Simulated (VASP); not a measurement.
# Sn (I4_1/amd) in VASP: a series of runs, part 2 of 2

VASP 6.6.1. The steps go on from the part before.

## 3. Single point, LDA

This run uses another cell than the first one, of the same volume but with other edges.

The input, INCAR:

```
ALGO = Normal
EDIFF = 1E-7
ENCUT = 520
GGA = CA
ISIF = 2
ISMEAR = 0
LASPH = T
LCHARG = T
LELF = T
LREAL = F
LVHAR = T
LWAVE = F
NBANDS = 21
NELM = 100
PREC = Accurate
SIGMA = 0.15
```

The input, KPOINTS:

```
k-points
0
Gamma
  18 18 18
```

The input, POSCAR:

```
Sn
1.0
   -2.7667780984      2.7667780984      1.8060009511
    2.7667780984     -2.7667780984      1.8060009511
    2.7667780984      2.7667780984     -1.8060009511
Sn
2
Direct
    0.7500000000      0.2500000000      0.5000000000
    0.0000000000      0.0000000000      0.0000000000
```

Potentials or basis: VASP PAW LDA potentials, release 64 (Sn_d).

The run is started by

```console
$ cat potpaw_LDA.64/Sn_d/POTCAR > POTCAR
$ mpirun -np 1 vasp_std > vasp.out
```

OUTCAR:

```text
EDIFF = 1E-7
   ENCUT = 520
   GGA = CA
   ISIF = 2
   ISMEAR = 0
   LASPH = T
   LREAL = F
   NELM = 100
   PREC = Accurate

 ion  position               nearest neighbor table
   1  0.750  0.250  0.500-   2 2.91   2 2.91   2 2.91   2 2.91
   2  0.000  0.000  0.000-   1 2.91   1 2.91   1 2.91   1 2.91

  LATTYP: Found a body centered tetragonal cell.
 ALAT       =     5.5335561968
 C/A-ratio  =     0.6527451378

  Lattice vectors:

 A1 = (  -2.7667780984,   2.7667780984,   1.8060009511)
 A2 = (   2.7667780984,  -2.7667780984,   1.8060009511)
 A3 = (   2.7667780984,   2.7667780984,  -1.8060009511)

Analysis of symmetry for initial positions (statically):
=====================================================================
 Subroutine PRICEL returns:
 Original cell was already a primitive cell.

 Routine SETGRP: Setting up the symmetry group for a
 body centered tetragonal supercell.

 Subroutine GETGRP returns: Found 16 space group operations
 (whereof  8 operations were pure point group operations)
 out of a pool of 16 trial point group operations.

The static configuration has the point symmetry D_2d.
 The point group associated with its full space group is D_4h.

Analysis of symmetry for dynamics (positions and initial velocities):
=====================================================================
 Subroutine PRICEL returns:
 Original cell was already a primitive cell.

 Routine SETGRP: Setting up the symmetry group for a
 body centered tetragonal supercell.

 Subroutine GETGRP returns: Found 16 space group operations
 (whereof  8 operations were pure point group operations)
 out of a pool of 16 trial point group operations.

The dynamic configuration has the point symmetry D_2d.
 The point group associated with its full space group is D_4h.

 Subroutine INISYM returns: Found 16 space group operations
 (whereof  8 operations are pure point group operations),
 and found     1 'primitive' translations

----------------------------------------------------------------------------------------

                                     Primitive cell

  volume of cell :      55.3002

  direct lattice vectors                    reciprocal lattice vectors
    -2.766778098  2.766778098  1.806000951     0.000000000  0.180715613  0.276854782
     2.766778098 -2.766778098  1.806000951     0.180715613  0.000000000  0.276854782
     2.766778098  2.766778098 -1.806000951     0.180715613  0.180715613  0.000000000

  length of vectors
     4.309496667  4.309496667  4.309496667     0.330615643  0.330615643  0.255570471

  position of ions in fractional coordinates (direct lattice)
     0.750000000  0.250000000  0.500000000
     0.000000000  0.000000000  0.000000000

  ion indices of the primitive-cell ions
   primitive index   ion index
                 1           1
                 2           2

----------------------------------------------------------------------------------------

 KPOINTS: k-points

Automatic generation of k-mesh.
 Grid dimensions read from file:
 generate k-points for:   18   18   18

 Generating k-lattice:

  Cartesian coordinates                     Fractional coordinates (reciprocal lattice)
     0.000000000  0.010039756  0.015380821     0.055555556  0.000000000 -0.000000000
     0.010039756  0.000000000  0.015380821     0.000000000  0.055555556 -0.000000000
     0.010039756  0.010039756  0.000000000     0.000000000  0.000000000  0.055555556

  Length of vectors
     0.018367536  0.018367536  0.014198359

  Shift w.r.t. Gamma in fractional coordinates (k-lattice)
     0.000000000  0.000000000  0.000000000

 Subroutine IBZKPT returns following result:
 ===========================================

 Found    480 irreducible k-points:

 Following reciprocal coordinates:
            Coordinates               Weight
  0.000000  0.000000  0.000000      1.000000
  0.055556  0.000000  0.000000      8.000000
  0.111111  0.000000  0.000000      8.000000
  0.166667  0.000000 -0.000000      8.000000
  0.222222  0.000000 -0.000000      8.000000
  0.277778  0.000000 -0.000000      8.000000
[... 16 lines left out ...]
 -0.277778  0.055556  0.000000     16.000000
 -0.222222  0.055556  0.000000     16.000000
 [... further k-points ...]
   k-points           NKPTS =    480   k-points in BZ     NKDIM =    480   number of bands    NBANDS=     21
   number of dos      NEDOS =    301   number of ions     NIONS =      2
   total plane-waves  NPLWV =  32768
   dimension x,y,z NGX =    32 NGY =   32 NGZ =   32
   dimension x,y,z NGXF=    64 NGYF=   64 NGZF=   64
   ions per type =               2
   NGX,Y,Z   is equivalent  to a cutoff of  12.34, 12.34, 12.34 a.u.
   NGXF,Y,Z  is equivalent  to a cutoff of  24.69, 24.69, 24.69 a.u.
 SYSTEM =  unknown system
   PREC   = accura    normal or accurate (medium, high low for compatibility)
   ISTART =      0    job   : 0-new  1-cont  2-samecut
   ICHARG =      2    charge: 1-file 2-atom 10-const
   ISPIN  =      1    spin polarized calculation?
   LNONCOLLINEAR =      F non collinear calculations
   LSORBIT =      F    spin-orbit coupling
   LASPH  =      T    aspherical Exc in radial PAW
   ENCUT  =  520.0 eV  38.22 Ry    6.18 a.u.   8.01  8.01  8.01*2*pi/ulx,y,z
   NELM   =    100;   NELMIN=  2; NELMDL= -5     # of ELM steps
   EDIFF  = 0.1E-06   stopping-criterion for ELM
   LREAL  =      F    real-space projection
   EDIFFG = 0.1E-05   stopping-criterion for IOM
   NSW    =      0    number of steps for IOM
   IBRION =     -1    ionic relax: 0-MD 1-quasi-New 2-CG
   NFREE  =      0    steps in history (QN), initial steepest desc. (CG)
   ISIF   =      2    stress and relaxation
   ISYM   =      2    0-nonsym 1-usesym 2-fastsym
   POTIM  = 0.5000    time-step for ionic-motion
   TEBEG  =    0.0;   TEEND  =   0.0 temperature during run
   PSTRESS=    0.0 pullay stress
   NELECT =      28.0000    total number of electrons
   NUPDOWN=      -1.0000    fix difference up-down
   EMIN   =  10.00;   EMAX   =-10.00  energy-range for DOS
   EFERMI =   0.00;   METHOD = LEGACY
   ISMEAR =     0;   SIGMA  =   0.15  broadening in eV -4-tet -1-fermi 0-gaus
   EFERMI_NEDOS =   21; number of points for ismear=-14 and -15
   IALGO  =     38    algorithm
   IMIX   =      4    mixing-type and parameters
     AMIX     =   0.40;   BMIX     =  1.00
     AMIX_MAG =   1.60;   BMIX_MAG =  1.00
  volume/ion in A,a.u.               =      27.65       186.59
  Fermi-wavevector in a.u.,A,eV,Ry     =   1.304824  2.465760 23.164816  1.702566
  Thomas-Fermi vector in A             =   2.435734
   LORBIT       =      0    0 simple, 1 ext, 2 COOP (PROOUT), +10 PAW based schemes
   GGA     = CA    functional components
   LHFCALC =     F    Hartree Fock is set to
   AEXX    =    0.0000 exact exchange contribution
   IVDW    =     0    specifies the selected vdW correction
   LEPSILON=     F    determine dielectric tensor
   LRPA    =     F    only Hartree local field effects (RPA)
 non-spin polarized calculation
 Gauss-broadening in eV      SIGMA  =   0.15
  energy-cutoff  :      520.00
  volume of cell :       55.30
 maximum number of plane-waves:      1510
   NGX = 15   NGY = 15   NGZ = 15

 number of electron      27.9999995 magnetization

 Free energy of the ion-electron system (eV)
  ---------------------------------------------------
  ext. energy  EPLUGINS =         0.00000000
  ---------------------------------------------------
  free energy    TOTEN  =        -8.80303887 eV

  energy without entropy =       -8.79209271  energy(sigma->0) =       -8.79756579

 E-fermi :   7.4635     XC(G=0): -10.4357

 val. band max:        7.4520797326   @ k =   0.4444   0.3333   0.0000
 cond. band min:       7.4713408102   @ k =  -0.2778  -0.2778   0.0556
 fundamental gap:      0.0192610777
 Fermi energy:         7.4634993707

 k-point     1 :       0.0000    0.0000    0.0000
  band No.  band energies     occupation
      1     -14.1598      2.00000
      2     -14.0054      2.00000
      3     -13.9150      2.00000
      4     -13.8689      2.00000
      5     -13.8585      2.00000
      6     -13.8585      2.00000
[... 13 lines left out ...]
     20      16.2851      0.00000
     21      16.3085      0.00000

 k-point     2 :       0.0556    0.0000    0.0000
  band No.  band energies     occupation
      1     -14.1579      2.00000
      2     -14.0030      2.00000
      3     -13.9159      2.00000
      4     -13.8792      2.00000
      5     -13.8589      2.00000
      6     -13.8470      2.00000
[... 520 lines left out ...]
 k-point    24 :      -0.2222    0.0556    0.0000
  band No.  band energies     occupation
      1     -14.1371      2.00000
      2     -13.9766      2.00000
      3     -13.9339      2.00000
      4     -13.9216      2.00000
      5     -13.8625      2.00000
      6     -13.8239      2.00000
[... 13 lines left out ...]
     20      15.3407      0.00000
     21      16.9768      0.00000

 [... further k-points ...]
[... 5 lines left out ...]
  --------------------------------------------------------------------------------------
  -------------------------------------------------------------------------------------
  Total        0.4780085      0.4780085     -1.6386276      0.0000000      0.0000000     -0.0000000
  in kB       13.8490372     13.8490372    -47.4749173      0.0000000      0.0000000     -0.0000000
  external PRESSURE =      -6.5922810 kB  Pullay stress =       0.0000000 kB

 VOLUME and BASIS-vectors are now :
 -----------------------------------------------------------------------------
  energy-cutoff  :      520.00
  volume of cell :       55.30
      direct lattice vectors                 reciprocal lattice vectors
    -2.766778098  2.766778098  1.806000951     0.000000000  0.180715613  0.276854782
     2.766778098 -2.766778098  1.806000951     0.180715613  0.000000000  0.276854782
     2.766778098  2.766778098 -1.806000951     0.180715613  0.180715613  0.000000000

 POSITION                                       TOTAL-FORCE (eV/Angst)
 -----------------------------------------------------------------------------------
     -0.00000      2.76678      0.90300         0.000000      0.000000     -0.000000
      0.00000      0.00000      0.00000        -0.000000     -0.000000      0.000000
 -----------------------------------------------------------------------------------
    total drift:                                0.000000     -0.000000      0.000000

  FREE ENERGIE OF THE ION-ELECTRON SYSTEM (eV)
  ---------------------------------------------------
  free  energy   TOTEN  =        -8.8030388684 eV

  energy  without entropy=       -8.7920927102  energy(sigma->0) =       -8.79756579
```

OSZICAR:

```text
N       E                     dE             d eps       ncg     rms          rms(c)
DAV:   1     0.224819274722E+03    0.22482E+03   -0.14417E+04 20495   0.208E+03
DAV:   2     0.152820989982E+02   -0.20954E+03   -0.20526E+03 20300   0.457E+02
DAV:   3    -0.807222229890E+01   -0.23354E+02   -0.23186E+02 23372   0.138E+02
DAV:   4    -0.883266718840E+01   -0.76044E+00   -0.76000E+00 23307   0.277E+01
DAV:   5    -0.886339515396E+01   -0.30728E-01   -0.30727E-01 28913   0.523E+00    0.266E+00
DAV:   6    -0.882067145595E+01    0.42724E-01   -0.37337E-02 27471   0.266E+00    0.145E+00
DAV:   7    -0.880324175814E+01    0.17430E-01   -0.30601E-02 27369   0.213E+00    0.140E-01
DAV:   8    -0.880304677889E+01    0.19498E-03   -0.44340E-03 22742   0.840E-01    0.342E-02
DAV:   9    -0.880303885651E+01    0.79224E-05   -0.12509E-04 29081   0.107E-01    0.106E-02
DAV:  10    -0.880303883997E+01    0.16531E-07   -0.90785E-06 26244   0.244E-02    0.314E-03
DAV:  11    -0.880303886843E+01   -0.28451E-07   -0.67985E-07 23383   0.932E-03
   1 F= -.88030389E+01 E0= -.87975658E+01  d E =-.109462E-01
```

stdout:

```text
POSCAR found type information on POSCAR Sn
 POSCAR found :  1 types and       2 ions
 scaLAPACK will be used
 LDA part: xc-table for (Slater(with rela. corr.)+CA(PZ))
 , standard interpolation
 POSCAR, INCAR and KPOINTS ok, starting setup
 FFT: planning ... GRIDC
 FFT: planning ... GRID_SOFT
 FFT: planning ... GRID
 WAVECAR not read
 entering main loop
```

It took 5 min on 1 thread of Intel Xeon Platinum 8259CL at 2.50GHz (Skylake/Cascade Lake), shared host; peak memory 0.49 GiB.

What came out:

* Free energy: -8.8030 eV
* Pressure: -0.7 GPa
* Band gap on the k mesh: zero (band 14 reaches 9.75 eV, above the bottom of band 15 at 4.77 eV)

Stress tensor (GPa, compression positive):
```
 1.38  0.00  0.00
 0.00  1.38  0.00
 0.00  0.00 -4.75
```

Caveat: spin-orbit coupling is left out, which moves the levels of the heavy elements.

## 4. Single point, LDA

The input, INCAR:

```
PREC = Accurate
ENCUT = 520
EDIFF = 1E-6
ISMEAR = 0
SIGMA = 0.15
LREAL = F
LASPH = T
NELM = 100
ALGO = Normal
ISIF = 2
LWAVE = F
LCHARG = F
GGA = CA
NBANDS = 21
```

The input, KPOINTS:

```
regular mesh
0
Gamma
  18 18 18
```

The input, POSCAR:

```
Sn
1.0
   -3.0230045586      3.0230045586      1.5128261709
    3.0230045586     -3.0230045586      1.5128261709
    3.0230045586      3.0230045586     -1.5128261709
Sn
2
Direct
    0.7500000000      0.2500000000      0.5000000000
    0.0000000000      0.0000000000      0.0000000000
```

The run is started by

```console
$ cat potpaw_LDA.64/Sn_d/POTCAR > POTCAR
$ mpirun -np 1 vasp_std > vasp.out
```

Run time: 6.3 min. Hardware: 1 thread of Intel Xeon Platinum 8259CL at 2.50GHz (Skylake/Cascade Lake), shared host; peak memory 0.51 GiB.

The run converged. Its results:

```
Free energy            : -8.9176 eV
Pressure               : -2.4 GPa
Band gap on the k mesh : zero (band 14 reaches 8.71 eV, above the bottom of band 15 at 5.07 eV)
```

Stress tensor (GPa, compression positive):
```
-4.08  0.00  0.00
 0.00 -4.08  0.00
 0.00  0.00  0.84
```

Levels at points of the mesh, in eV from the Fermi level:
| k point | band 11 | band 12 | band 13 | band 14 | band 15 | band 16 | band 17 | band 18 |
| --- | --- | --- | --- | --- | --- | --- | --- | --- |
| (0.00, 0.00, 0.00) | -11.02 | -4.61 | -2.21 | -2.21 | 2.85 | 5.32 | 5.32 | 7.96 |
| (0.50, 0.00, 0.00) | -6.34 | -5.03 | -2.44 | -1.93 | -0.68 | 2.51 | 2.75 | 4.42 |
| (0.50, 0.50, 0.00) | -8.98 | -8.98 | 0.19 | 0.19 | 0.89 | 0.89 | 7.35 | 7.35 |
| (0.50, 0.50, 0.50) | -7.92 | -7.92 | -4.71 | -4.71 | 6.60 | 6.60 | 7.95 | 7.95 |

Caveat: spin-orbit coupling is left out, which moves the levels of the heavy elements.

## 5. Overview

| cell | gap on the mesh (eV) | pressure (GPa) |
| --- | --- | --- |
| a = 4.618 Å, angles 95.5, 95.5, 143.8°, 2 atoms | none | -0.8 |
| a = 4.309 Å, angles 100.1, 100.1, 130.4°, 2 atoms | none | -0.7 |
| a = 4.535 Å, angles 96.4, 96.4, 141.0°, 2 atoms | none | -2.4 |

Alike in all rows: task single point; level LDA; potentials or basis VASP PAW LDA potentials, release 64 (Sn_d); no spin polarisation; k mesh 18 × 18 × 18; cutoff (eV) 520; smearing gaussian 0.15 eV.

Caveats: spin-orbit coupling is left out, which moves the levels of the heavy elements.

Absolute energies hang on the potentials; compare differences alone.
